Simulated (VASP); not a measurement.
Set up this calculation in VASP 6.6.1, as the native input.

```yaml
Task: relaxation of cell and atoms
Functional: r2SCAN
Potentials_or_basis: VASP PAW PBE potentials, release 64 (Cu)
Cutoff: 600 eV
k_mesh: 9 × 9 × 5
Occupations: fermi-dirac, width 0.05 eV
Spin: no spin polarisation
Target_pressure: 10 GPa
Dipole_correction: no
Further_INCAR_settings: ALGO = Normal; EDIFF = 1e-06; IBRION = 2; EDIFFG = -0.02; NSW = 60; ISIF = 3
```

The system is Cu.

```
CELL_PARAMETERS angstrom
2.56000 0.00000 0.00000
-1.28000 2.21703 0.00000
0.00000 0.00000 4.18048
ATOMIC_POSITIONS crystal
Cu 0.33333 0.66667 0.25000
Cu 0.66667 0.33333 0.75000
```

The input as run:

POSCAR

```
Cu
1.0
    2.5600000000      0.0000000000      0.0000000000
   -1.2800000000      2.2170250337      0.0000000000
    0.0000000000      0.0000000000      4.1804800000
Cu
2
Direct
    0.3333333333      0.6666666667      0.2500000000
    0.6666666667      0.3333333333      0.7500000000
```

INCAR.step1

```
ALGO = Normal
EDIFF = 1E-4
ENCUT = 600
GGA = PE
ISMEAR = -1
LASPH = T
LCHARG = F
LREAL = F
LWAVE = T
NELM = 100
PREC = Accurate
SIGMA = 0.05
```

INCAR.step2

```
ALGO = Normal
EDIFF = 1E-6
EDIFFG = -0.02
ENCUT = 600
IBRION = 2
ISIF = 3
ISMEAR = -1
ISTART = 1
LASPH = T
LCHARG = F
LMIXTAU = T
LREAL = F
LWAVE = F
METAGGA = R2SCAN
NELM = 100
NSW = 60
PREC = Accurate
PSTRESS = 100.0
SIGMA = 0.05
```

KPOINTS

```
k-points
0
Gamma
  9 9 5
```

Potentials or basis: VASP PAW PBE potentials, release 64 (Cu).

The run is started by

```bash
$ cat potpaw_PBE.64/Cu/POTCAR > POTCAR
$ cp INCAR.step1 INCAR
$ mpirun -np 1 vasp_std > vasp.out
$ cp INCAR.step2 INCAR
$ mpirun -np 1 vasp_std > vasp.out
```

It gave:

```json
{
 "Relaxed volume": "10.88 Å³/atom",
 "Relaxed cell": "a = 2.478 Å, b = 2.478 Å, c = 4.093 Å, α = 90.00°, β = 90.00°, γ = 120.00°",
 "Space group after relaxing (to 0.05 Å)": "P6_3/mmc (No. 194)",
 "Energy change on relaxing (the enthalpy is what falls)": "+11.6 meV/atom",
 "Ionic steps": "9",
 "Pressure after relaxing": "9.9 GPa",
 "Band gap on the k mesh": "zero (band 11 reaches 12.87 eV, above the bottom of band 12 at 6.37 eV)"
}
```

Caveat: the cell is relaxed towards a set pressure, so the enthalpy falls and the energy may rise; the PAW data sets were made with another functional, which shifts forces and pressure a little.

Run time: 3.7 min on 1 thread of Intel(R) Xeon(R) Platinum 8375C CPU @ 2.90GHz (Ice Lake), with other jobs on the host, peak memory 0.15 GiB.
